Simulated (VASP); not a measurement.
# Li31Se16 (a cell with a defect) in VASP: single point with PBE

Aim: the single point of Li31Se16 (a cell with a defect) with PBE.

Program: VASP 6.6.1. These are calculated values, not measurements. Logs are shortened: lines on timing, memory, paths and dates and some standing lists are left out, and cuts for length are marked.

## Step 1: The cell of the first run

The cell holds a defect, 47 atoms: a = 10.403 Å, b = 10.403 Å, c = 10.403 Å, α = 109.47°, β = 109.47°, γ = 109.47°.

## Step 2: Single point, PBE, collinear spin

Input file INCAR:

```
PREC = Accurate
ENCUT = 650
EDIFF = 1E-6
ISMEAR = 0
SIGMA = 0.01
LREAL = Auto
LASPH = T
NELM = 200
ALGO = Normal
ISIF = 2
LWAVE = F
LCHARG = F
ISPIN = 2
MAGMOM = 0 0 0 0 0 0 0 0 0 0 0 0 0 0 0 0 0.2 0 0.2 0.2 0 0.2 0 0 0 0 0 0 0 0.2 0.2 0.2 0 0 0 0 0 0 0 0 0.2 0 0 0 0.2 0.2 0
LORBIT = 11
GGA = PE
NELECT = 190.0
NBANDS = 128
GGA_COMPAT = F
KPAR = 2
NCORE = 2
```

Input file KPOINTS:

```
Automatic mesh
0
Gamma
  2 2 2
  0.5 0.5 0.5
```

Input file POSCAR:

```
Li31Se16
1.0
   -6.0061205977     -6.0061205977      6.0061205977
    6.0061205977     -6.0061205977     -6.0061205977
    6.0061205977      6.0061205977      6.0061205977
Li Se
31 16
Direct
    0.0042594566      0.7500000000      0.0046606971
    0.5046606971      0.5042594566      0.7500000000
    0.2500000000      0.5042594566      0.0046606971
   -0.0046606971      0.4953393029      0.2495987595
    0.7500000000      0.7500000000      0.2500000000
    0.5046606971      0.7500000000      0.5042594566
    0.0042594566      0.0046606971      0.7500000000
    0.7500000000      0.2500000000      0.7500000000
    0.4957405434      0.2504012405     -0.0042594566
    0.2500000000      0.2500000000      0.2500000000
   -0.0046606971      0.2495987595      0.4953393029
    0.7495987595      0.4953393029      0.4953393029
    0.7504012405     -0.0042594566     -0.0042594566
    0.4957405434     -0.0042594566      0.2504012405
    0.2500000000      0.0046606971      0.5042594566
    0.2500000000      0.7500000000      0.2537876823
    0.0150763432      0.7500000000      0.5150763432
    0.5000000000      0.5000000000      0.2500000000
    0.2500000000      0.5150763432      0.5150763432
    0.0150763432      0.5150763432      0.7500000000
    0.7537876823      0.7500000000      0.7500000000
    0.4849236568      0.7500000000     -0.0150763432
    0.0000000000      0.0000000000      0.2500000000
    0.7462123177      0.2462123177      0.2462123177
    0.5000000000      0.2500000000      0.5000000000
    0.2500000000      0.2537876823      0.7500000000
    0.0000000000      0.2500000000      0.0000000000
    0.7500000000      0.5000000000      0.0000000000
    0.7500000000      0.0000000000      0.5000000000
    0.4849236568     -0.0150763432      0.7500000000
    0.2500000000     -0.0150763432     -0.0150763432
   -0.0112381996      0.4887618004      0.4887618004
    0.7531961612      0.4993892230      0.7500000000
    0.2500000000      0.2531961612      0.4993892230
   -0.0006107770      0.2531961612      0.7500000000
    0.7468038388      0.2468038388     -0.0038069381
    0.5006107770      0.5038069381      0.0006107770
    0.2500000000      0.4993892230      0.2531961612
    0.7531961612      0.7500000000      0.4993892230
    0.5006107770      0.0006107770      0.5038069381
    0.2500000000      0.0112381996      0.7500000000
    0.0038069381      0.0006107770      0.0006107770
    0.7468038388     -0.0038069381      0.2468038388
    0.4961930619      0.2468038388      0.2468038388
    0.5112381996      0.7500000000      0.7500000000
    0.2500000000      0.7500000000      0.0112381996
   -0.0006107770      0.7500000000      0.2531961612
```

Potentials or basis: VASP PAW PBE potentials, release 64 (Li_sv, Se).

Launch:

```sh
> cat potpaw_PBE.64/Li_sv/POTCAR potpaw_PBE.64/Se/POTCAR > POTCAR
> mpirun -np 4 vasp_std > vasp.out
```

OUTCAR:

```text
PREC = Accurate
   ENCUT = 650
   EDIFF = 1E-6
   ISMEAR = 0
   LREAL = Auto
   LASPH = T
   NELM = 200
   ISIF = 2
   ISPIN = 2
   LORBIT = 11
   GGA = PE
   NELECT = 190.0

 ion  position               nearest neighbor table
   1  0.004  0.750  0.005-  46 2.53  47 2.60  33 2.62  42 2.62
   2  0.505  0.504  0.750-  45 2.53  33 2.60  34 2.62  37 2.62
   3  0.250  0.504  0.005-  46 2.53  38 2.60  35 2.62  37 2.62
   4  0.995  0.495  0.250-  32 2.53  36 2.60  38 2.62  47 2.62
   5  0.750  0.750  0.250-  39 2.58  47 2.58  37 2.58  43 2.58
   6  0.505  0.750  0.504-  45 2.53  39 2.60  38 2.62  40 2.62
[... 49 lines left out ...]
  45  0.511  0.750  0.750-  21 2.52   6 2.53  13 2.53   2 2.53  19 2.55  22 2.55  30 2.55
  46  0.250  0.750  0.011-  16 2.52   3 2.53  14 2.53   1 2.53  20 2.55  22 2.55  31 2.55
  47  0.999  0.750  0.253-   5 2.58   1 2.60  16 2.61  23 2.61  28 2.61  15 2.62   4 2.62  17 2.67

  LATTYP: Found a body centered cubic cell.
 ALAT       =    12.0122411954

  Lattice vectors:

 A1 = (  -6.0061205977,  -6.0061205977,   6.0061205977)
 A2 = (   6.0061205977,  -6.0061205977,  -6.0061205977)
 A3 = (   6.0061205977,   6.0061205977,   6.0061205977)

Analysis of symmetry for initial positions (statically):
=====================================================================
 Subroutine PRICEL returns:
 Original cell was already a primitive cell.

 Routine SETGRP: Setting up the symmetry group for a
 body centered cubic supercell.

 Subroutine GETGRP returns: Found 24 space group operations
 (whereof  2 operations were pure point group operations)
 out of a pool of 48 trial point group operations.

The static configuration has the point symmetry C_1h.
 The point group associated with its full space group is T_d .

Analysis of symmetry for dynamics (positions and initial velocities):
=====================================================================
 Subroutine PRICEL returns:
 Original cell was already a primitive cell.

 Routine SETGRP: Setting up the symmetry group for a
 body centered cubic supercell.

 Subroutine GETGRP returns: Found 24 space group operations
 (whereof  2 operations were pure point group operations)
 out of a pool of 48 trial point group operations.

The dynamic configuration has the point symmetry C_1h.
 The point group associated with its full space group is T_d .

Analysis of structural, dynamic, and magnetic symmetry:
=====================================================================
 Subroutine PRICEL returns:
 Original cell was already a primitive cell.

 Routine SETGRP: Setting up the symmetry group for a
 body centered cubic supercell.

 Subroutine GETGRP returns: Found 24 space group operations
 (whereof  2 operations were pure point group operations)
 out of a pool of 48 trial point group operations.

The overall configuration has the point symmetry C_1h.
 The point group associated with its full space group is T_d .

 Subroutine INISYM returns: Found 24 space group operations
 (whereof  2 operations are pure point group operations),
 and found     1 'primitive' translations

----------------------------------------------------------------------------------------

                                     Primitive cell

  volume of cell :     866.6468

  direct lattice vectors                    reciprocal lattice vectors
    -6.006120598 -6.006120598  6.006120598     0.000000000 -0.083248412  0.083248412
     6.006120598 -6.006120598 -6.006120598     0.083248412 -0.083248412  0.000000000
     6.006120598  6.006120598  6.006120598     0.083248412  0.000000000  0.083248412

  length of vectors
    10.402906032 10.402906032 10.402906032     0.117731033  0.117731033  0.117731033

  position of ions in fractional coordinates (direct lattice)
     0.004259457  0.750000000  0.004660697
     0.504660697  0.504259457  0.750000000
     0.250000000  0.504259457  0.004660697
     0.995339303  0.495339303  0.249598760
     0.750000000  0.750000000  0.250000000
     0.504660697  0.750000000  0.504259457
[... 39 lines left out ...]
     0.250000000  0.750000000  0.011238200
     0.999389223  0.750000000  0.253196161

  ion indices of the primitive-cell ions
   primitive index   ion index
[... 83 lines left out ...]
   ions per type =              31  16
   NGX,Y,Z   is equivalent  to a cutoff of  14.38, 14.38, 14.38 a.u.
   NGXF,Y,Z  is equivalent  to a cutoff of  28.77, 28.77, 28.77 a.u.
 SYSTEM =  unknown system
   PREC   = accura    normal or accurate (medium, high low for compatibility)
   ISTART =      0    job   : 0-new  1-cont  2-samecut
   ICHARG =      2    charge: 1-file 2-atom 10-const
   ISPIN  =      2    spin polarized calculation?
   LNONCOLLINEAR =      F non collinear calculations
   LSORBIT =      F    spin-orbit coupling
   LASPH  =      T    aspherical Exc in radial PAW
   ENCUT  =  650.0 eV  47.77 Ry    6.91 a.u.  21.63 21.63 21.63*2*pi/ulx,y,z
   NELM   =    200;   NELMIN=  2; NELMDL= -5     # of ELM steps
   EDIFF  = 0.1E-05   stopping-criterion for ELM
   LREAL  =      T    real-space projection
   EDIFFG = 0.1E-04   stopping-criterion for IOM
   NSW    =      0    number of steps for IOM
   IBRION =     -1    ionic relax: 0-MD 1-quasi-New 2-CG
   NFREE  =      0    steps in history (QN), initial steepest desc. (CG)
   ISIF   =      2    stress and relaxation
   ISYM   =      2    0-nonsym 1-usesym 2-fastsym
   POTIM  = 0.5000    time-step for ionic-motion
   TEBEG  =    0.0;   TEEND  =   0.0 temperature during run
   PSTRESS=    0.0 pullay stress
   NELECT =     190.0000    total number of electrons
   NUPDOWN=      -1.0000    fix difference up-down
   EMIN   =  10.00;   EMAX   =-10.00  energy-range for DOS
   EFERMI =   0.00;   METHOD = LEGACY
   ISMEAR =     0;   SIGMA  =   0.01  broadening in eV -4-tet -1-fermi 0-gaus
   EFERMI_NEDOS =   21; number of points for ismear=-14 and -15
   IALGO  =     38    algorithm
   IMIX   =      4    mixing-type and parameters
     AMIX     =   0.40;   BMIX     =  1.00
     AMIX_MAG =   1.60;   BMIX_MAG =  1.00
  volume/ion in A,a.u.               =      18.44       124.43
  Fermi-wavevector in a.u.,A,eV,Ry     =   0.987140  1.865424 13.258128  0.974445
  Thomas-Fermi vector in A             =   2.118572
   LORBIT       =     11    0 simple, 1 ext, 2 COOP (PROOUT), +10 PAW based schemes
   GGA     = PE    functional components
   LHFCALC =     F    Hartree Fock is set to
   AEXX    =    0.0000 exact exchange contribution
   IVDW    =     0    specifies the selected vdW correction
   LEPSILON=     F    determine dielectric tensor
   LRPA    =     F    only Hartree local field effects (RPA)
 spin polarized calculation
 Gauss-broadening in eV      SIGMA  =   0.01
  energy-cutoff  :      650.00
  volume of cell :      866.65
 maximum number of plane-waves:     32660
 NGX is ok and might be reduce to    90
   NGX = 43   NGY = 43   NGZ = 43

 number of electron     190.0000010 magnetization       0.0028487

 number of electron     190.0000010 magnetization      -0.0006451

 Free energy of the ion-electron system (eV)
  ---------------------------------------------------
  ext. energy  EPLUGINS =         0.00000000
  ---------------------------------------------------
  free energy    TOTEN  =      -172.37336954 eV

  energy without entropy =     -172.37336954  energy(sigma->0) =     -172.37336954

 E-fermi :   0.8216     XC(G=0):  -8.2305

 val. band max:        0.7433475843   @ k =   0.2500   0.2500   0.2500
 cond. band min:       4.3013773314   @ k =  -0.2500   0.2500   0.2500
 fundamental gap:      3.5580297471
 Fermi energy:         0.8215822384

 spin component 1

 k-point     1 :       0.2500    0.2500    0.2500
  band No.  band energies     occupation
      1     -43.9489      1.00000
      2     -43.9489      1.00000
      3     -43.9489      1.00000
      4     -43.9485      1.00000
      5     -43.9485      1.00000
      6     -43.9485      1.00000
[... 209 lines left out ...]
    106       6.1442      0.00000
    107       6.1508      0.00000
 Fermi energy:         0.8215822384

 spin component 2

 k-point     1 :       0.2500    0.2500    0.2500
  band No.  band energies     occupation
      1     -43.9489      1.00000
      2     -43.9489      1.00000
      3     -43.9489      1.00000
      4     -43.9485      1.00000
      5     -43.9485      1.00000
      6     -43.9485      1.00000
[... 209 lines left out ...]
    106       6.1442      0.00000
    107       6.1507      0.00000
 [bands above 107 left out]

------------------------ aborting loop because EDIFF is reached ----------------------------------------

  FORCE on cell =-STRESS in cart. coord.  units (eV):
  Direction    XX          YY          ZZ          XY          YZ          ZX
  --------------------------------------------------------------------------------------
  -------------------------------------------------------------------------------------
  Total        4.9228282      4.9228282      4.9228282      0.0000000      0.0000000     -0.0000000
  in kB        9.1008746      9.1008746      9.1008746      0.0000000      0.0000000     -0.0000000
  external PRESSURE =       9.1008746 kB  Pullay stress =       0.0000000 kB

 VOLUME and BASIS-vectors are now :
 -----------------------------------------------------------------------------
  energy-cutoff  :      650.00
  volume of cell :      866.65
      direct lattice vectors                 reciprocal lattice vectors
    -6.006120598 -6.006120598  6.006120598     0.000000000 -0.083248412  0.083248412
     6.006120598 -6.006120598 -6.006120598     0.083248412 -0.083248412  0.000000000
     6.006120598  6.006120598  6.006120598     0.083248412  0.000000000  0.083248412

 POSITION                                       TOTAL-FORCE (eV/Angst)
 -----------------------------------------------------------------------------------
      4.50700     -4.50218     -4.45101         0.014058      0.014058     -0.020513
      4.50218     -1.55511      4.50700        -0.014058      0.020513      0.014058
      1.55511     -4.50218     -1.49912        -0.020513      0.014058      0.014058
     -1.50394     -7.45408      4.50218        -0.014058     -0.020513     -0.014058
      1.50153     -7.50765      1.50153        -0.000000     -0.000000      0.000000
      4.50218     -4.50700      1.55511        -0.014058     -0.014058     -0.020513
[... 39 lines left out ...]
      3.07056     -5.93862     -2.93556        -0.017123     -0.017123     -0.017123
      0.02286     -8.98632      3.01859        -0.013187     -0.013187      0.016579
 -----------------------------------------------------------------------------------
    total drift:                                0.000012      0.000006     -0.000005

  FREE ENERGIE OF THE ION-ELECTRON SYSTEM (eV)
  ---------------------------------------------------
  free  energy   TOTEN  =      -172.3733695401 eV

  energy  without entropy=     -172.3733695401  energy(sigma->0) =     -172.37336954

 total charge

# of ion       s       p       d       tot
------------------------------------------
    1        2.020   0.054   0.000   2.074
    2        2.020   0.054   0.000   2.074
    3        2.020   0.054   0.000   2.074
    4        2.020   0.054   0.000   2.074
    5        2.020   0.054   0.000   2.074
    6        2.020   0.054   0.000   2.074
[... 39 lines left out ...]
   46        1.421   2.519   0.004   3.944
   47        1.421   2.500   0.004   3.926
--------------------------------------------------
tot         85.349  41.740   0.066 127.155

 magnetization (x)

# of ion       s       p       d       tot
------------------------------------------
    1       -0.000   0.000   0.000  -0.000
    2       -0.000   0.000   0.000  -0.000
    3       -0.000   0.000   0.000  -0.000
    4       -0.000   0.000   0.000  -0.000
    5       -0.000   0.000   0.000  -0.000
    6       -0.000   0.000   0.000  -0.000
[... 39 lines left out ...]
   46       -0.000  -0.000  -0.000  -0.000
   47        0.000   0.000  -0.000   0.000
--------------------------------------------------
tot          0.000   0.000  -0.000   0.000
```

Wall time 9.9 min (4 MPI ranks of Intel Xeon Platinum 8259CL at 2.50GHz (Skylake/Cascade Lake), shared host); peak memory 1.1 GiB.

Results:

| Item | Value |
| --- | --- |
| Free energy | -172.3734 eV |
| Largest force | 0.044 eV/Å |
| Net moment | 0.00 μB per cell |
| Valence electrons inside the program's atomic spheres | Li 2.07, 2.08; Se 3.94, 3.93 |

Forces in eV/Å, atoms in the order of the input:
```
Li   0.014  0.014 -0.021
Li  -0.014  0.021  0.014
Li  -0.021  0.014  0.014
Li  -0.014 -0.021 -0.014
Li   0.000  0.000  0.000
Li  -0.014 -0.014 -0.021
Li   0.014  0.021 -0.014
Li   0.000  0.000  0.000
Li   0.014 -0.014  0.021
Li   0.000  0.000  0.000
Li  -0.014  0.014  0.021
Li   0.021  0.014 -0.014
Li   0.021 -0.014  0.014
Li   0.014 -0.021  0.014
Li  -0.021 -0.014 -0.014
Li   0.026  0.026  0.026
Li   0.000  0.000 -0.022
Li   0.000  0.000  0.000
Li  -0.022  0.000  0.000
Li   0.000  0.022  0.000
Li  -0.026 -0.026  0.026
Li   0.000  0.000  0.022
Li   0.000  0.000  0.000
Li  -0.026  0.026 -0.026
Li   0.000  0.000  0.000
Li   0.026 -0.026 -0.026
Li   0.000  0.000  0.000
Li   0.000  0.000  0.000
Li   0.000  0.000  0.000
Li   0.000 -0.022  0.000
Li   0.022  0.000  0.000
Se   0.017 -0.017  0.017
Se   0.013 -0.017 -0.013
Se   0.017  0.013  0.013
Se  -0.013 -0.017  0.013
Se   0.013  0.017  0.013
Se  -0.013  0.013 -0.017
Se   0.017 -0.013 -0.013
Se   0.013  0.013  0.017
Se  -0.013  0.017 -0.013
Se  -0.017  0.017  0.017
Se  -0.017  0.013 -0.013
Se   0.013 -0.013 -0.017
Se  -0.017 -0.013  0.013
Se   0.017  0.017 -0.017
Se  -0.017 -0.017 -0.017
Se  -0.013 -0.013  0.017
```

Caveat: the cell carries a net charge on a neutralising background, which shifts energy and pressure; the cell is charged against a uniform background, so pressure and absolute levels hang on convention.
